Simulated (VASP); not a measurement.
# PbI2 (P-3m1) in VASP: further runs

PbI2 is run at these levels: PBE; tasks: single point.

Everything below comes from runs of VASP 6.6.1. Logs are shortened: lines on timing, memory, paths and dates and some standing lists are left out, and cuts for length are marked.

### Step 1. The cell of the first run

It takes space group P-3m1 (No. 164, trigonal). Conventional cell: a = 4.642 Å, b = 4.642 Å, c = 7.577 Å, α = 90.00°, β = 90.00°, γ = 120.00°. Pb (site symmetry -3m) has 6 I at 3.27 Å within 4.3 Å. I (site symmetry 3m) has 3 Pb at 3.27 Å within 4.3 Å.

### Step 2. Single point, PBE (47.14 Å³/atom)

File INCAR:

```
ALGO     = Normal         # electronic algorithm
EDIFF    = 1E-6           # SCF threshold, eV
ENCUT    = 500            # plane-wave cutoff, eV
GGA      = PE             # functional
GGA_COMPAT= F            
ISIF     = 2              # what is computed and relaxed
ISMEAR   = 0              # smearing method
LASPH    = T              # aspherical terms in the spheres
LCHARG   = F              # write CHGCAR
LREAL    = F              # projectors in reciprocal space
LWAVE    = F              # write WAVECAR
NBANDS   = 21             # bands
NELM     = 120            # most SCF steps
PREC     = Accurate       # precision mode
SIGMA    = 0.02           # smearing width, eV
```

File KPOINTS:

```
k-points
0
Gamma
  6 6 4
```

File POSCAR:

```
PbI2
1.0
    4.6420883906      0.0000000000      0.0000000000
   -2.3210441953      4.0201664728      0.0000000000
    0.0000000000      0.0000000000      7.5773014897
Pb I
1 2
Direct
    0.0000000000      0.0000000000      0.0000000000
    0.3333333333      0.6666666667      0.2473452451
    0.6666666667      0.3333333333      0.7526547549
```

Potentials or basis: VASP PAW PBE potentials, release 64 (Pb_d, I).

On the command line:

```console
cat potpaw_PBE.64/Pb_d/POTCAR potpaw_PBE.64/I/POTCAR > POTCAR
mpirun -np 1 vasp_std > vasp.out
```

OUTCAR:

```text
EDIFF = 1E-6
   ENCUT = 500
   GGA = PE
   ISIF = 2
   ISMEAR = 0
   LASPH = T
   LREAL = F
   NELM = 120
   PREC = Accurate

 ion  position               nearest neighbor table
   1  0.000  0.000  0.000-   2 3.27   3 3.27   2 3.27   3 3.27   3 3.27   2 3.27
   2  0.333  0.667  0.247-   1 3.27   1 3.27   1 3.27
   3  0.667  0.333  0.753-   1 3.27   1 3.27   1 3.27

  LATTYP: Found a hexagonal cell.
 ALAT       =     4.6420883906
 C/A-ratio  =     1.6323044398

  Lattice vectors:

 A1 = (   4.6420883906,   0.0000000000,   0.0000000000)
 A2 = (  -2.3210441953,   4.0201664728,   0.0000000000)
 A3 = (   0.0000000000,   0.0000000000,   7.5773014897)

Analysis of symmetry for initial positions (statically):
=====================================================================
 Subroutine PRICEL returns:
 Original cell was already a primitive cell.

 Routine SETGRP: Setting up the symmetry group for a
 hexagonal supercell.

 Subroutine GETGRP returns: Found 12 space group operations
 (whereof 12 operations were pure point group operations)
 out of a pool of 24 trial point group operations.

The static configuration has the point symmetry D_3d.

Analysis of symmetry for dynamics (positions and initial velocities):
=====================================================================
 Subroutine PRICEL returns:
 Original cell was already a primitive cell.

 Routine SETGRP: Setting up the symmetry group for a
 hexagonal supercell.

 Subroutine GETGRP returns: Found 12 space group operations
 (whereof 12 operations were pure point group operations)
 out of a pool of 24 trial point group operations.

The dynamic configuration has the point symmetry D_3d.

 Subroutine INISYM returns: Found 12 space group operations
 (whereof 12 operations are pure point group operations),
 and found     1 'primitive' translations

----------------------------------------------------------------------------------------

                                     Primitive cell

  volume of cell :     141.4074

  direct lattice vectors                    reciprocal lattice vectors
     4.642088391  0.000000000  0.000000000     0.215420284  0.124372959  0.000000000
    -2.321044195  4.020166473  0.000000000     0.000000000  0.248745918  0.000000000
     0.000000000  0.000000000  7.577301490     0.000000000  0.000000000  0.131973104

  length of vectors
     4.642088391  4.642088391  7.577301490     0.248745918  0.248745918  0.131973104

  position of ions in fractional coordinates (direct lattice)
     0.000000000  0.000000000  0.000000000
     0.333333333  0.666666667  0.247345245
     0.666666667  0.333333333  0.752654755

  ion indices of the primitive-cell ions
   primitive index   ion index
                 1           1
                 2           2
                 3           3

----------------------------------------------------------------------------------------

 KPOINTS: k-points

Automatic generation of k-mesh.
 Grid dimensions read from file:
 generate k-points for:    6    6    4

 Generating k-lattice:

  Cartesian coordinates                     Fractional coordinates (reciprocal lattice)
     0.035903381  0.020728827  0.000000000     0.166666667  0.000000000  0.000000000
     0.000000000  0.041457653  0.000000000     0.000000000  0.166666667  0.000000000
     0.000000000  0.000000000  0.032993276     0.000000000  0.000000000  0.250000000

  Length of vectors
     0.041457653  0.041457653  0.032993276

  Shift w.r.t. Gamma in fractional coordinates (k-lattice)
     0.000000000  0.000000000  0.000000000

 Subroutine IBZKPT returns following result:
 ===========================================

 Found     24 irreducible k-points:

 Following reciprocal coordinates:
            Coordinates               Weight
  0.000000  0.000000  0.000000      1.000000
  0.166667  0.000000  0.000000      6.000000
  0.333333  0.000000  0.000000      6.000000
  0.500000  0.000000  0.000000      3.000000
  0.166667  0.166667  0.000000      6.000000
  0.333333  0.166667  0.000000     12.000000
[... 16 lines left out ...]
  0.333333  0.166667  0.500000     12.000000
  0.333333  0.333333  0.500000      2.000000
   k-points           NKPTS =     24   k-points in BZ     NKDIM =     24   number of bands    NBANDS=     21
   number of dos      NEDOS =    301   number of ions     NIONS =      3
   total plane-waves  NPLWV =  72576
   dimension x,y,z NGX =    36 NGY =   36 NGZ =   56
   dimension x,y,z NGXF=    72 NGYF=   72 NGZF=  112
   ions per type =               1   2
   NGX,Y,Z   is equivalent  to a cutoff of  12.89, 12.89, 12.29 a.u.
   NGXF,Y,Z  is equivalent  to a cutoff of  25.79, 25.79, 24.57 a.u.
 SYSTEM =  unknown system
   PREC   = accura    normal or accurate (medium, high low for compatibility)
   ISTART =      0    job   : 0-new  1-cont  2-samecut
   ICHARG =      2    charge: 1-file 2-atom 10-const
   ISPIN  =      1    spin polarized calculation?
   LNONCOLLINEAR =      F non collinear calculations
   LSORBIT =      F    spin-orbit coupling
   LASPH  =      T    aspherical Exc in radial PAW
   ENCUT  =  500.0 eV  36.75 Ry    6.06 a.u.   8.46  8.46 13.82*2*pi/ulx,y,z
   NELM   =    120;   NELMIN=  2; NELMDL= -5     # of ELM steps
   EDIFF  = 0.1E-05   stopping-criterion for ELM
   LREAL  =      F    real-space projection
   EDIFFG = 0.1E-04   stopping-criterion for IOM
   NSW    =      0    number of steps for IOM
   IBRION =     -1    ionic relax: 0-MD 1-quasi-New 2-CG
   NFREE  =      0    steps in history (QN), initial steepest desc. (CG)
   ISIF   =      2    stress and relaxation
   ISYM   =      2    0-nonsym 1-usesym 2-fastsym
   POTIM  = 0.5000    time-step for ionic-motion
   TEBEG  =    0.0;   TEEND  =   0.0 temperature during run
   PSTRESS=    0.0 pullay stress
   NELECT =      28.0000    total number of electrons
   NUPDOWN=      -1.0000    fix difference up-down
   EMIN   =  10.00;   EMAX   =-10.00  energy-range for DOS
   EFERMI =   0.00;   METHOD = LEGACY
   ISMEAR =     0;   SIGMA  =   0.02  broadening in eV -4-tet -1-fermi 0-gaus
   EFERMI_NEDOS =   21; number of points for ismear=-14 and -15
   IALGO  =     38    algorithm
   IMIX   =      4    mixing-type and parameters
     AMIX     =   0.40;   BMIX     =  1.00
     AMIX_MAG =   1.60;   BMIX_MAG =  1.00
  volume/ion in A,a.u.               =      47.14       318.09
  Fermi-wavevector in a.u.,A,eV,Ry     =   0.954194  1.803166 12.387926  0.910487
  Thomas-Fermi vector in A             =   2.082919
   LORBIT       =      0    0 simple, 1 ext, 2 COOP (PROOUT), +10 PAW based schemes
   GGA     = PE    functional components
   LHFCALC =     F    Hartree Fock is set to
   AEXX    =    0.0000 exact exchange contribution
   IVDW    =     0    specifies the selected vdW correction
   LEPSILON=     F    determine dielectric tensor
   LRPA    =     F    only Hartree local field effects (RPA)
 non-spin polarized calculation
 Gauss-broadening in eV      SIGMA  =   0.02
  energy-cutoff  :      500.00
  volume of cell :      141.41
 maximum number of plane-waves:      3633
 NGX is ok and might be reduce to    36
   NGX = 17   NGY = 17   NGZ = 27

 number of electron      27.9999994 magnetization

 Free energy of the ion-electron system (eV)
  ---------------------------------------------------
  ext. energy  EPLUGINS =         0.00000000
  ---------------------------------------------------
  free energy    TOTEN  =        -8.61827855 eV

  energy without entropy =       -8.61827855  energy(sigma->0) =       -8.61827855

 E-fermi :   1.5055     XC(G=0):  -7.5555

 val. band max:        1.4198863254   @ k =   0.1667   0.0000   0.2500
 cond. band min:       3.8379943645   @ k =   0.0000   0.0000   0.5000
 fundamental gap:      2.4181080390
 Fermi energy:         1.5055129462

 k-point     1 :       0.0000    0.0000    0.0000
  band No.  band energies     occupation
      1     -14.5292      2.00000
      2     -14.5292      2.00000
      3     -14.5211      2.00000
      4     -14.5141      2.00000
      5     -14.5141      2.00000
      6     -10.2933      2.00000
[... 13 lines left out ...]
     20       9.4072      0.00000
     21       9.4076      0.00000

 k-point     2 :       0.1667    0.0000    0.0000
  band No.  band energies     occupation
      1     -14.5365      2.00000
      2     -14.5267      2.00000
      3     -14.5190      2.00000
      4     -14.5152      2.00000
      5     -14.5128      2.00000
      6     -10.1870      2.00000
[... 13 lines left out ...]
     20       8.8899      0.00000
     21       9.6350      0.00000

 k-point     3 :       0.3333    0.0000    0.0000
  band No.  band energies     occupation
      1     -14.5522      2.00000
      2     -14.5245      2.00000
      3     -14.5198      2.00000
      4     -14.5113      2.00000
      5     -14.5075      2.00000
      6      -9.9322      2.00000
[... 13 lines left out ...]
     20       9.2932      0.00000
     21      10.4239      0.00000

 k-point     4 :       0.5000    0.0000    0.0000
  band No.  band energies     occupation
      1     -14.5602      2.00000
      2     -14.5244      2.00000
      3     -14.5209      2.00000
      4     -14.5084      2.00000
      5     -14.5038      2.00000
      6      -9.7516      2.00000
[... 13 lines left out ...]
     20       9.9833      0.00000
     21      10.9714      0.00000

 k-point     5 :       0.1667    0.1667    0.0000
  band No.  band energies     occupation
      1     -14.5455      2.00000
      2     -14.5275      2.00000
      3     -14.5163      2.00000
      4     -14.5162      2.00000
      5     -14.5087      2.00000
      6     -10.0047      2.00000
[... 13 lines left out ...]
     20       9.1467      0.00000
     21      10.0634      0.00000
[... 382 lines left out ...]
     20       9.3344      0.00000
     21      10.1436      0.00000

 k-point    22 :       0.1667    0.1667    0.5000
  band No.  band energies     occupation
      1     -14.5456      2.00000
      2     -14.5275      2.00000
      3     -14.5163      2.00000
      4     -14.5162      2.00000
      5     -14.5087      2.00000
      6      -9.9569      2.00000
[... 13 lines left out ...]
     20       8.8496      0.00000
     21       9.3853      0.00000

 k-point    23 :       0.3333    0.1667    0.5000
  band No.  band energies     occupation
      1     -14.5537      2.00000
      2     -14.5301      2.00000
      3     -14.5177      2.00000
      4     -14.5107      2.00000
      5     -14.5059      2.00000
      6      -9.7395      2.00000
[... 13 lines left out ...]
     20       9.5765      0.00000
     21       9.6015      0.00000

 k-point    24 :       0.3333    0.3333    0.5000
  band No.  band energies     occupation
      1     -14.5433      2.00000
      2     -14.5433      2.00000
      3     -14.5111      2.00000
      4     -14.5111      2.00000
      5     -14.5107      2.00000
      6      -9.6277      2.00000
[... 13 lines left out ...]
     20       9.2233      0.00000
     21       9.4794      0.00000

------------------------ aborting loop because EDIFF is reached ----------------------------------------

  FORCE on cell =-STRESS in cart. coord.  units (eV):
  Direction    XX          YY          ZZ          XY          YZ          ZX
  --------------------------------------------------------------------------------------
  -------------------------------------------------------------------------------------
  Total        0.1786626      0.1786626      0.0860654      0.0000000     -0.0000000      0.0000000
  in kB        2.0242878      2.0242878      0.9751402      0.0000000     -0.0000000      0.0000000
  external PRESSURE =       1.6745720 kB  Pullay stress =       0.0000000 kB

 VOLUME and BASIS-vectors are now :
 -----------------------------------------------------------------------------
  energy-cutoff  :      500.00
  volume of cell :      141.41
      direct lattice vectors                 reciprocal lattice vectors
     4.642088391  0.000000000  0.000000000     0.215420284  0.124372959  0.000000000
    -2.321044195  4.020166473  0.000000000     0.000000000  0.248745918  0.000000000
     0.000000000  0.000000000  7.577301490     0.000000000  0.000000000  0.131973104

 POSITION                                       TOTAL-FORCE (eV/Angst)
 -----------------------------------------------------------------------------------
      0.00000      0.00000      0.00000        -0.000000      0.000000     -0.000000
     -0.00000      2.68011      1.87421        -0.000000     -0.000000     -0.002860
      2.32104      1.34006      5.70309         0.000000      0.000000      0.002860
 -----------------------------------------------------------------------------------
    total drift:                                0.000000      0.000000     -0.000000

  FREE ENERGIE OF THE ION-ELECTRON SYSTEM (eV)
  ---------------------------------------------------
  free  energy   TOTEN  =        -8.6182785513 eV

  energy  without entropy=       -8.6182785513  energy(sigma->0) =       -8.61827855
```

It took 30 s on 1 thread of Intel Xeon 6975P-C (Granite Rapids), shared host; peak memory 0.27 GiB.

What came out:

| Quantity | Value |
| --- | --- |
| Free energy | -8.6183 eV |
| Pressure | 0.2 GPa |
| Band gap on the k mesh | 2.42 eV (least direct gap 2.47 eV) |

Forces in eV/Å, atoms in the order of the input:
```
Pb   0.000  0.000  0.000
I    0.000  0.000 -0.003
I    0.000  0.000  0.003
```

Levels at points of the mesh, in eV from the valence-band top:
```csv
k point,band 11,band 12,band 13,band 14,band 15,band 16,band 17,band 18
"(0.00, 0.00, 0.00)",-0.76,-0.62,-0.59,-0.59,2.58,3.45,3.45,6.18
"(0.50, 0.00, 0.00)",-1.65,-1.01,-0.58,-0.34,3.11,3.93,4.60,5.57
"(0.00, 0.00, 0.50)",-0.81,-0.52,-0.52,-0.05,2.42,3.38,3.38,6.81
"(0.50, 0.00, 0.50)",-1.49,-0.86,-0.73,-0.57,3.37,3.98,4.15,5.95
```

Caveat: spin-orbit coupling is left out, which moves the levels of the heavy elements; this functional lacks dispersion, which binds layers or chains, so the pressure and a relaxed spacing across them are unreliable. A k mesh can miss the band edges.

### Step 3. Single point, PBE

This run uses another cell than the first one, of 48.59 Å³/atom.

File INCAR:

```
PREC = Accurate ; ENCUT = 500
EDIFF = 1E-6 ; ISMEAR = 0
SIGMA = 0.02 ; LREAL = False
LASPH = True ; NELM = 120
ALGO = Normal ; ISIF = 2
LWAVE = False ; LCHARG = False
GGA = PE ; NBANDS = 21
GGA_COMPAT = False
```

File KPOINTS:

```
regular mesh
0
Gamma
  6 6 4
```

File POSCAR:

```
PbI2
1.0
    4.6785475797      0.0000000000      0.0000000000
   -2.3392737899      4.0517410568      0.0000000000
    0.0000000000      0.0000000000      7.6903754617
Pb I
1 2
Direct
    0.0000000000      0.0000000000      0.0000000000
    0.3333333333      0.6666666667      0.2412822959
    0.6666666667      0.3333333333      0.7587177041
```

Potentials or basis: VASP PAW PBE potentials, release 64 (Pb_d, I).

On the command line:

```console
cat potpaw_PBE.64/Pb_d/POTCAR potpaw_PBE.64/I/POTCAR > POTCAR
mpirun -np 1 vasp_std > vasp.out
```

Wall time 31 s (1 thread of Intel Xeon 6975P-C (Granite Rapids), shared host); peak memory 0.28 GiB.

Results (log left out):

| Quantity | Value |
| --- | --- |
| Free energy | -8.6211 eV |
| Pressure | 0.0 GPa |
| Band gap on the k mesh | 2.42 eV (least direct gap 2.51 eV) |

Levels at points of the mesh, in eV from the valence-band top:
```tsv
k point	band 11	band 12	band 13	band 14	band 15	band 16	band 17	band 18
(0.00, 0.00, 0.00)	-0.69	-0.56	-0.56	-0.56	2.56	3.45	3.45	6.11
(0.50, 0.00, 0.00)	-1.61	-0.88	-0.55	-0.34	3.16	4.00	4.65	5.68
(0.00, 0.00, 0.50)	-0.78	-0.51	-0.51	-0.09	2.42	3.39	3.39	6.90
(0.50, 0.00, 0.50)	-1.43	-0.77	-0.66	-0.52	3.39	4.09	4.18	6.01
```

Caveat: spin-orbit coupling is left out, which moves the levels of the heavy elements; this functional lacks dispersion, which binds layers or chains, so the pressure and a relaxed spacing across them are unreliable.

(Part 1 of 2 ends here.)
